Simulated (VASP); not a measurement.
**ZnS: single point with PBE**

The system is ZnS.

```xyz
12
Lattice="3.8487 -0.0003 0.0003 -1.9246 3.3328 0.0000 0.0016 0.0009 18.8747" Properties=species:S:1:pos:R:3 pbc="T T T"
Zn    0.0000   -0.0004    0.0004
Zn    0.0011    0.0011    9.4375
Zn    0.0021    2.2205    3.1479
Zn    1.9234    1.1136   12.5849
Zn    1.9264    1.1093    6.2906
Zn   -0.0010    2.2233   15.7277
S     0.0021   -0.0012    2.3621
S    -0.0009    0.0026   11.7991
S     0.0019    2.2203    5.5049
S     1.9235    1.1123   14.9422
S     1.9254    1.1116    8.6481
S     0.0013    2.2223   18.0856
```

This cell differs from its parent crystal: cell sheared at random, sigma 0.01, atoms nudged by 0.01 Å, then relaxed in part.

```json
{"Program": "VASP 6.6.1", "Task": "single point", "Functional": "PBE", "Potentials or basis": "VASP PAW PBE potentials, release 64 (Zn, S)", "Cutoff": "520 eV", "k mesh": "6 × 6 × 2", "Occupations": "gaussian, width 0.05 eV", "Spin": "no spin polarisation"}
```

* Pressure: 0.2 GPa
* Largest force: 0.007 eV/Å
* Band gap on the k mesh: 2.04 eV, direct

Forces on the atoms (eV/Å):
```
Zn   0.000  0.000  0.002
Zn  -0.001  0.000  0.002
Zn  -0.002  0.000  0.005
Zn   0.000 -0.002  0.007
Zn  -0.002  0.001 -0.002
Zn   0.001 -0.001  0.000
S    0.000  0.000 -0.003
S    0.001  0.001 -0.002
S    0.001  0.001  0.001
S    0.000  0.001  0.000
S    0.001  0.000 -0.003
S    0.000  0.001 -0.005
```

Levels at points of the mesh, in eV from the valence-band top:
```csv
k point,band 52,band 53,band 54,band 55,band 56,band 57
"(0.00, 0.00, 0.00)",-0.02,0.00,0.00,2.04,3.12,3.19
"(0.50, 0.00, 0.00)",-1.20,-1.04,-0.84,3.40,3.58,3.63
"(0.00, 0.50, 0.00)",-1.20,-1.04,-0.84,3.40,3.58,3.63
"(0.50, 0.50, 0.00)",-1.20,-1.05,-0.84,3.40,3.58,3.63
"(0.00, 0.00, 0.50)",-0.06,-0.06,-0.06,2.52,2.52,3.22
"(0.50, 0.00, 0.50)",-1.16,-0.94,-0.94,3.36,3.36,3.85
"(0.00, 0.50, 0.50)",-1.16,-0.94,-0.94,3.36,3.36,3.85
"(0.50, 0.50, 0.50)",-1.16,-0.94,-0.94,3.36,3.36,3.85
```

Wall time 14 min on 1 thread of Intel(R) Xeon(R) Platinum 8259CL CPU @ 2.50GHz (Skylake/Cascade Lake), with other jobs on the host, peak memory 0.63 GiB.

Caveat: the cell differs from its parent crystal (cell sheared at random, sigma 0.01, atoms nudged by 0.01 Å, then relaxed in part). A k mesh can miss the band edges.
